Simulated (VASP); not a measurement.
# HfH2 (I4/mmm) in VASP: single point with r2SCAN

Aim: the single point of HfH2 with r2SCAN.

Program: VASP 6.6.1. These are calculated values, not measurements. Logs are shortened: lines on timing, memory, paths and dates and some standing lists are left out, and cuts for length are marked.

## (1) The cell of the first run

It takes space group I4/mmm (No. 139, tetragonal). Conventional cell: a = 3.478 Å, b = 3.478 Å, c = 4.361 Å, α = 90.00°, β = 90.00°, γ = 90.00°. Within 2.7 Å of Hf (site symmetry 4/mmm) lie 8 H at 2.05 Å. Within 2.7 Å of H (site symmetry -4m2) lie 4 Hf at 2.05 Å and 6 H at 2.18 to 2.46 Å.

## (2) Single point, r2SCAN

Contents of POSCAR:

```
HfH2
1.0
   -1.7390000000      1.7390000000      2.1805000000
    1.7390000000     -1.7390000000      2.1805000000
    1.7390000000      1.7390000000     -2.1805000000
Hf H
1 2
Direct
    0.0000000000      0.0000000000      0.0000000000
    0.7500000000      0.2500000000      0.5000000000
    0.2500000000      0.7500000000      0.5000000000
```

Contents of INCAR.step1:

```
ALGO = Normal
EDIFF = 1E-4
ENCUT = 520
GGA = PE
ISMEAR = 0
LASPH = T
LCHARG = F
LREAL = F
LWAVE = T
NBANDS = 13
NELM = 100
PREC = Accurate
SIGMA = 0.15
```

Contents of INCAR.step2:

```
ALGO = Normal
EDIFF = 1E-6
ENCUT = 520
ISIF = 2
ISMEAR = 0
ISTART = 1
LASPH = T
LCHARG = F
LMIXTAU = T
LREAL = F
LWAVE = F
METAGGA = R2SCAN
NBANDS = 13
NELM = 100
PREC = Accurate
SIGMA = 0.15
```

Contents of KPOINTS:

```
k-points
0
Gamma
  22 22 22
```

Potentials or basis: VASP PAW PBE potentials, release 64 (Hf_pv, H).

Command:

```
cat potpaw_PBE.64/Hf_pv/POTCAR potpaw_PBE.64/H/POTCAR > POTCAR
cp INCAR.step1 INCAR
mpirun -np 1 vasp_std > vasp.out
cp INCAR.step2 INCAR
mpirun -np 1 vasp_std > vasp.out
```

OUTCAR:

```text
EDIFF = 1E-6
   ENCUT = 520
   ISIF = 2
   ISMEAR = 0
   ISTART = 1
   LASPH = T
   LREAL = F
   METAGGA = R2SCAN
   NELM = 100
   PREC = Accurate

 ion  position               nearest neighbor table
   1  0.000  0.000  0.000-   2 2.05   3 2.05   2 2.05   3 2.05   2 2.05   3 2.05   2 2.05   3 2.05

   2  0.750  0.250  0.500-   1 2.05   1 2.05   1 2.05   1 2.05
   3  0.250  0.750  0.500-   1 2.05   1 2.05   1 2.05   1 2.05

  LATTYP: Found a body centered tetragonal cell.
 ALAT       =     3.4780000000
 C/A-ratio  =     1.2538815411

  Lattice vectors:

 A1 = (  -1.7390000000,   1.7390000000,   2.1805000000)
 A2 = (   1.7390000000,  -1.7390000000,   2.1805000000)
 A3 = (   1.7390000000,   1.7390000000,  -2.1805000000)

Analysis of symmetry for initial positions (statically):
=====================================================================
 Subroutine PRICEL returns:
 Original cell was already a primitive cell.

 Routine SETGRP: Setting up the symmetry group for a
 body centered tetragonal supercell.

 Subroutine GETGRP returns: Found 16 space group operations
 (whereof 16 operations were pure point group operations)
 out of a pool of 16 trial point group operations.

The static configuration has the point symmetry D_4h.

Analysis of symmetry for dynamics (positions and initial velocities):
=====================================================================
 Subroutine PRICEL returns:
 Original cell was already a primitive cell.

 Routine SETGRP: Setting up the symmetry group for a
 body centered tetragonal supercell.

 Subroutine GETGRP returns: Found 16 space group operations
 (whereof 16 operations were pure point group operations)
 out of a pool of 16 trial point group operations.

The dynamic configuration has the point symmetry D_4h.

 Subroutine INISYM returns: Found 16 space group operations
 (whereof 16 operations are pure point group operations),
 and found     1 'primitive' translations

----------------------------------------------------------------------------------------

                                     Primitive cell

  volume of cell :      26.3764

  direct lattice vectors                    reciprocal lattice vectors
    -1.739000000  1.739000000  2.180500000     0.000000000  0.287521564  0.229305205
     1.739000000 -1.739000000  2.180500000     0.287521564  0.000000000  0.229305205
     1.739000000  1.739000000 -2.180500000     0.287521564  0.287521564  0.000000000

  length of vectors
     3.286764709  3.286764709  3.286764709     0.367762868  0.367762868  0.406616895

  position of ions in fractional coordinates (direct lattice)
     0.000000000  0.000000000  0.000000000
     0.750000000  0.250000000  0.500000000
     0.250000000  0.750000000  0.500000000

  ion indices of the primitive-cell ions
   primitive index   ion index
                 1           1
                 2           2
                 3           3

----------------------------------------------------------------------------------------

 KPOINTS: k-points

Automatic generation of k-mesh.
 Grid dimensions read from file:
 generate k-points for:   22   22   22

 Generating k-lattice:

  Cartesian coordinates                     Fractional coordinates (reciprocal lattice)
     0.000000000  0.013069162  0.010422964     0.045454545  0.000000000  0.000000000
     0.013069162  0.000000000  0.010422964     0.000000000  0.045454545  0.000000000
     0.013069162  0.013069162  0.000000000     0.000000000  0.000000000  0.045454545

  Length of vectors
     0.016716494  0.016716494  0.018482586

  Shift w.r.t. Gamma in fractional coordinates (k-lattice)
     0.000000000  0.000000000  0.000000000

 Subroutine IBZKPT returns following result:
 ===========================================

 Found    834 irreducible k-points:

 Following reciprocal coordinates:
            Coordinates               Weight
  0.000000  0.000000  0.000000      1.000000
  0.045455  0.000000 -0.000000      8.000000
  0.090909  0.000000 -0.000000      8.000000
  0.136364  0.000000  0.000000      8.000000
  0.181818  0.000000 -0.000000      8.000000
  0.227273  0.000000 -0.000000      8.000000
[... 16 lines left out ...]
  0.500000  0.045455 -0.000000     16.000000
 -0.454545  0.045455  0.000000     16.000000
 [... further k-points ...]
   k-points           NKPTS =    834   k-points in BZ     NKDIM =    834   number of bands    NBANDS=     13
   number of dos      NEDOS =    301   number of ions     NIONS =      3
   total plane-waves  NPLWV =  13824
   dimension x,y,z NGX =    24 NGY =   24 NGZ =   24
   dimension x,y,z NGXF=    48 NGYF=   48 NGZF=   48
   ions per type =               1   2
   NGX,Y,Z   is equivalent  to a cutoff of  12.14, 12.14, 12.14 a.u.
   NGXF,Y,Z  is equivalent  to a cutoff of  24.28, 24.28, 24.28 a.u.
 SYSTEM =  unknown system
   PREC   = accura    normal or accurate (medium, high low for compatibility)
   ISTART =      1    job   : 0-new  1-cont  2-samecut
   ICHARG =      0    charge: 1-file 2-atom 10-const
   ISPIN  =      1    spin polarized calculation?
   LNONCOLLINEAR =      F non collinear calculations
   LSORBIT =      F    spin-orbit coupling
   LASPH  =      T    aspherical Exc in radial PAW
   ENCUT  =  520.0 eV  38.22 Ry    6.18 a.u.   6.11  6.11  6.11*2*pi/ulx,y,z
   NELM   =    100;   NELMIN=  2; NELMDL=  0     # of ELM steps
   EDIFF  = 0.1E-05   stopping-criterion for ELM
   LREAL  =      F    real-space projection
[... 7 lines left out ...]
   TEBEG  =    0.0;   TEEND  =   0.0 temperature during run
   PSTRESS=    0.0 pullay stress
   NELECT =      12.0000    total number of electrons
   NUPDOWN=      -1.0000    fix difference up-down
   EMIN   =  10.00;   EMAX   =-10.00  energy-range for DOS
   EFERMI =   0.00;   METHOD = LEGACY
   ISMEAR =     0;   SIGMA  =   0.15  broadening in eV -4-tet -1-fermi 0-gaus
   EFERMI_NEDOS =   21; number of points for ismear=-14 and -15
   IALGO  =     38    algorithm
   IMIX   =      4    mixing-type and parameters
     AMIX     =   0.40;   BMIX     =  1.00
     AMIX_MAG =   1.60;   BMIX_MAG =  1.00
  volume/ion in A,a.u.               =       8.79        59.33
  Fermi-wavevector in a.u.,A,eV,Ry     =   1.259109  2.379372 21.570088  1.585357
  Thomas-Fermi vector in A             =   2.392686
   LORBIT       =      0    0 simple, 1 ext, 2 COOP (PROOUT), +10 PAW based schemes
   METAGGA = R2SCAN    functional components
   LHFCALC =     F    Hartree Fock is set to
   AEXX    =    0.0000 exact exchange contribution
   IVDW    =     0    specifies the selected vdW correction
   LEPSILON=     F    determine dielectric tensor
   LRPA    =     F    only Hartree local field effects (RPA)
 non-spin polarized calculation
 Gauss-broadening in eV      SIGMA  =   0.15
  energy-cutoff  :      520.00
  volume of cell :       26.38
 maximum number of plane-waves:       742
   NGX = 13   NGY = 13   NGZ = 13

 number of electron      12.0000000 magnetization

 Free energy of the ion-electron system (eV)
  ---------------------------------------------------
  ext. energy  EPLUGINS =         0.00000000
  ---------------------------------------------------
  free energy    TOTEN  =       -53.68304407 eV

  energy without entropy =      -53.67720172  energy(sigma->0) =      -53.68012289

 E-fermi :   5.4696     XC(G=0): -12.1976

 val. band max:        5.4551134682   @ k =  -0.1818   0.5000   0.1364
 cond. band min:       5.4732005411   @ k =  -0.1818  -0.2727   0.1364
 fundamental gap:      0.0180870729
 Fermi energy:         5.4696108529

 k-point     1 :       0.0000    0.0000    0.0000
  band No.  band energies     occupation
      1     -26.8644      2.00000
      2     -26.8644      2.00000
      3     -26.8118      2.00000
      4      -6.5080      2.00000
      5       3.6697      2.00000
      6       4.9762      2.00000
      7       4.9762      2.00000
      8       5.9547      0.00000
      9       7.3890      0.00000
     10       8.8318      0.00000
     11      16.6554      0.00000
     12      17.0973      0.00000
     13      17.8360      0.00000

 k-point     2 :       0.0455    0.0000   -0.0000
  band No.  band energies     occupation
      1     -26.8726      2.00000
      2     -26.8668      2.00000
      3     -26.8166      2.00000
      4      -6.4491      2.00000
      5       3.2353      2.00000
      6       5.0041      1.99999
      7       5.2739      1.93503
      8       6.1903      0.00000
      9       7.3680      0.00000
     10       8.7869      0.00000
     11      16.5908      0.00000
     12      16.6555      0.00000
     13      17.9634      0.00000

 k-point     3 :       0.0909    0.0000   -0.0000
  band No.  band energies     occupation
      1     -26.9015      2.00000
      2     -26.8737      2.00000
      3     -26.8256      2.00000
      4      -6.2758      2.00000
      5       2.4961      2.00000
      6       5.0771      1.99978
      7       5.5691      0.34840
      8       6.9160      0.00000
      9       7.3237      0.00000
     10       8.6727      0.00000
     11      15.8147      0.00000
     12      16.6554      0.00000
     13      18.3356      0.00000
[... 305 lines left out ...]
 k-point    23 :       0.5000    0.0455   -0.0000
  band No.  band energies     occupation
      1     -27.4165      2.00000
      2     -26.9843      2.00000
      3     -26.8672      2.00000
      4      -3.4363      2.00000
      5      -0.4274      2.00000
      6       4.5601      2.00000
      7       6.1006      0.00000
      8       9.4354      0.00000
      9      10.0832      0.00000
     10      10.4541      0.00000
     11      12.0609      0.00000
     12      16.5799      0.00000
     13      16.6560      0.00000

 k-point    24 :      -0.4545    0.0455    0.0000
  band No.  band energies     occupation
      1     -27.3975      2.00000
      2     -26.9792      2.00000
      3     -26.8670      2.00000
      4      -3.5244      2.00000
      5      -0.4305      2.00000
      6       4.6009      2.00000
      7       6.1016      0.00000
      8       9.2998      0.00000
      9       9.9616      0.00000
     10      10.3719      0.00000
     11      12.3600      0.00000
     12      16.6034      0.00000
     13      16.6569      0.00000

 [... further k-points ...]
[... 5 lines left out ...]
  --------------------------------------------------------------------------------------
  -------------------------------------------------------------------------------------
  Total       -0.6330981     -0.6330981     -0.6711706      0.0000000      0.0000000      0.0000000
  in kB      -38.4561974    -38.4561974    -40.7688290      0.0000000      0.0000000      0.0000000
  external PRESSURE =     -39.2270746 kB  Pullay stress =       0.0000000 kB

 VOLUME and BASIS-vectors are now :
 -----------------------------------------------------------------------------
  energy-cutoff  :      520.00
  volume of cell :       26.38
      direct lattice vectors                 reciprocal lattice vectors
    -1.739000000  1.739000000  2.180500000     0.000000000  0.287521564  0.229305205
     1.739000000 -1.739000000  2.180500000     0.287521564  0.000000000  0.229305205
     1.739000000  1.739000000 -2.180500000     0.287521564  0.287521564  0.000000000

 POSITION                                       TOTAL-FORCE (eV/Angst)
 -----------------------------------------------------------------------------------
      0.00000      0.00000      0.00000         0.000000     -0.000000     -0.000000
     -0.00000      1.73900      1.09025        -0.000000     -0.000000      0.000000
      1.73900     -0.00000      1.09025        -0.000000      0.000000     -0.000000
 -----------------------------------------------------------------------------------
    total drift:                               -0.000000      0.000000      0.000000

  FREE ENERGIE OF THE ION-ELECTRON SYSTEM (eV)
  ---------------------------------------------------
  free  energy   TOTEN  =       -53.6830440650 eV

  energy  without entropy=      -53.6772017154  energy(sigma->0) =      -53.68012289
```

Wall time 7.5 min (1 thread of AMD EPYC 9R45 (Zen 5), shared host); peak memory 0.36 GiB.

What came out:

| Item | Value |
| --- | --- |
| Free energy | -53.6830 eV |
| Pressure | -3.9 GPa |
| Band gap on the k mesh | zero (bands 6 and 7 overlap by 0.99 eV) |

Stress tensor (GPa, compression positive):
```
-3.85  0.00  0.00
 0.00 -3.85  0.00
 0.00  0.00 -4.08
```

Levels at points of the mesh, in eV from the Fermi level:
| k point | band 2 | band 3 | band 4 | band 5 | band 6 | band 7 | band 8 | band 9 | band 10 | band 11 |
| --- | --- | --- | --- | --- | --- | --- | --- | --- | --- | --- |
| (0.00, 0.00, 0.00) | -32.33 | -32.28 | -11.98 | -1.80 | -0.49 | -0.49 | 0.49 | 1.92 | 3.36 | 11.19 |
| (0.50, 0.00, 0.00) | -32.45 | -32.33 | -8.94 | -5.87 | -0.86 | 0.66 | 3.97 | 4.49 | 4.91 | 6.67 |
| (0.50, 0.50, 0.00) | -32.49 | -32.43 | -7.16 | -6.44 | -4.38 | 4.11 | 4.33 | 5.37 | 6.65 | 7.53 |
| (0.50, 0.50, 0.50) | -32.60 | -32.60 | -8.20 | -5.01 | -3.99 | 4.64 | 4.78 | 4.78 | 5.66 | 5.66 |

Caveat: the cell stands under tension; the PAW data sets were made with another functional, which shifts forces and pressure a little; spin-orbit coupling is left out, which moves the levels of the heavy elements.
